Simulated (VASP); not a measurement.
Here is a VASP 6.6.1 calculation.

Contents of INCAR:

```
PREC = Accurate ; ENCUT = 520
EDIFF = 1E-6 ; ISMEAR = 0
SIGMA = 0.1 ; LREAL = False
LASPH = True ; NELM = 60
ALGO = Normal ; ISIF = 2
LWAVE = False ; LCHARG = False
GGA = PE ; NBANDS = 16
```

The input KPOINTS:

```
Automatic mesh
0
Gamma
  14 14 14
```

Contents of POSCAR:

```
AlRu
1.0
    2.9008049400      0.0000000000      0.0000000000
    0.0000000000      2.9008049400      0.0000000000
    0.0000000000      0.0000000000      2.9008049400
Al Ru
1 1
Direct
    0.0000000000      0.0000000000      0.0000000000
    0.5000000000      0.5000000000      0.5000000000
```

Potentials or basis: VASP PAW PBE potentials, release 64 (Al, Ru_pv).

Run with:

```sh
$ cat potpaw_PBE.64/Al/POTCAR potpaw_PBE.64/Ru_pv/POTCAR > POTCAR
$ mpirun -np 1 vasp_std > vasp.out
```

(1) Estimate the pressure.

(2) Estimate the band gap on the k mesh.

Answers

(1) 26.9 GPa.

(2) zero (an odd number of electrons rules out a gap without spin polarisation).

Caveat: the cell differs from its parent crystal (strained); the cell stands under pressure.
